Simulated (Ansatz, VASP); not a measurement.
**Ti2B3 in VASP and in Ansatz**

File INCAR:

```
SYSTEM = Ti2B3
PREC     = Accurate       ! precision mode
ENCUT    = 600            ! plane-wave cutoff, eV
EDIFF    = 1E-7           ! SCF threshold, eV
ISMEAR   = 0              ! smearing method
SIGMA    = 0.1            ! smearing width, eV
LREAL    = .FALSE.        ! projectors in reciprocal space
LASPH    = .TRUE.         ! aspherical terms in the spheres
NELM     = 60             ! most SCF steps
ALGO     = Normal         ! electronic algorithm
ISIF     = 3              ! what is computed and relaxed
LWAVE    = .FALSE.        ! write WAVECAR
LCHARG   = .FALSE.        ! write CHGCAR
GGA      = PE             ! functional
IBRION   = 2              ! ionic algorithm
NSW      = 90             ! ionic steps
EDIFFG   = -0.04          ! ionic threshold
```

Contents of KPOINTS:

```
regular mesh
0
G
  6 6 4
  0 0 0
```

File POSCAR:

```
Ti2B3
1.0
    3.1722138200      0.0000000000      0.0000000000
    0.0000000000      3.1722138200      0.0000000000
    0.0000000000      0.0000000000      4.6722866100
Ti B
2 3
Direct
    0.0000000000      0.0000000000      0.7211286400
    0.5000000000      0.5000000000      0.2898103300
    0.5000000000      0.0000000000      0.9934612500
    0.0000000000      0.5000000000      0.9934612500
    0.0000000000      0.0000000000      0.2721384500
```

Input for Ansatz:

```yaml
crystal:
  lattice:
    - [3.17221382, 0.0, 0.0]
    - [0.0, 3.17221382, 0.0]
    - [0.0, 0.0, 4.67228661]
  atoms:
    - { symbol: Ti, position: [0.0, 0.0, 0.72112864] }
    - { symbol: Ti, position: [0.5, 0.5, 0.28981033] }
    - { symbol: B, position: [0.5, 0.0, 0.99346125] }
    - { symbol: B, position: [0.0, 0.5, 0.99346125] }
    - { symbol: B, position: [0.0, 0.0, 0.27213845] }
basis:
  ecutwfc: 420
kpoints:
  mp_grid: { grid: [6, 6, 4] }
hamiltonian:
  xc: pbe
scf:
  occupations: { method: gaussian, width: 0.1 }
  lower_state_search: "off"
output:
  forces: true
  stress: true
  eigenvalues: true
relax:
  adjacent_minimum: "off"
  f_tol: 0.04
  max_steps: 70
  cell: { stress_tol: 0.4 }
```

Change from the starting cell: species swapped into the Cu3Te2 type (P4mm, No. 99).

Alike in both runs: task relaxation of cell and atoms; functional PBE; k mesh 6 × 6 × 4; occupations gaussian, width 0.1 eV; no spin polarisation.

|  | VASP | Ansatz |
| --- | --- | --- |
| version | VASP 6.6.1 | Ansatz 0.2.0 |
| potentials or method | VASP PAW PBE potentials, release 64 (Ti_sv, B), cutoff 600 eV | scalar-relativistic, plane waves, PAW |
| valence electrons in the cell | 33 | 33 |

Ansatz gave:

- gap on the k mesh at the Fermi level, each at its own relaxed structure (eV): none
- relaxed volume (Å³/atom): 10.32
- relaxed length of the cell vector where the two differ most in proportion (Å): 5.867

Question: Which values does VASP return?

Answer: gap on the k mesh at the Fermi level, each at its own relaxed structure (eV): none; relaxed volume (Å³/atom): 10.32; relaxed length of the cell vector where the two differ most in proportion (Å): 5.863.

A gap of «none» marks a metal or a gap that the smearing closes.
